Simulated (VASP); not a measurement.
# Hg: single point with LDA

Crystal: Hg.

```
Hg
1.0
     3.41330    0.00000    0.00000
     0.00000    5.49913    0.00000
    -1.69985    0.00000    3.06949
Hg
2
Direct
  0.34844 0.75000 0.19577
  0.65979 0.25000 0.82076
```

This cell differs from its parent crystal: cell strained by +1.5% along z.

| Item | Value |
| --- | --- |
| Program | VASP 6.6.1 |
| Task | single point |
| Functional | LDA |
| Potentials or basis | VASP PAW LDA potentials, release 64 (Hg) |
| Cutoff | 610 eV |
| k mesh | 17 × 10 × 17 |
| Occupations | methfessel-paxton, width 0.05 eV |
| Spin | no spin polarisation |

```json
{
 "Pressure": "-4.3 GPa",
 "Largest force": "0.004 eV/Å",
 "Band gap on the k mesh": "zero (bands 12 and 13 overlap by 0.49 eV)"
}
```

Forces on the atoms (eV/Å):
```
Hg   0.000  0.000  0.004
Hg   0.000  0.000 -0.004
```

Stress tensor (GPa, compression positive):
```
-4.15  0.00  0.00
 0.00 -4.51  0.00
 0.00  0.00 -4.12
```

Levels at points of the mesh, in eV from the Fermi level:
| k point | band 10 | band 11 | band 12 | band 13 | band 14 | band 15 |
| --- | --- | --- | --- | --- | --- | --- |
| (0.00, 0.00, 0.00) | -5.31 | -5.22 | -1.27 | -0.34 | 10.23 | 11.38 |
| (0.00, 0.50, 0.00) | -5.39 | -5.38 | -5.38 | 6.56 | 6.56 | 11.52 |

Wall time 3.3 min on 4 MPI ranks on Intel(R) Xeon(R) 6975P-C (Granite Rapids), on a shared host, peak memory 1.3 GiB a rank.

Caveat: the cell differs from its parent crystal (cell strained by +1.5% along z); the cell stands under tension; spin-orbit coupling is left out, which moves the levels of the heavy elements.
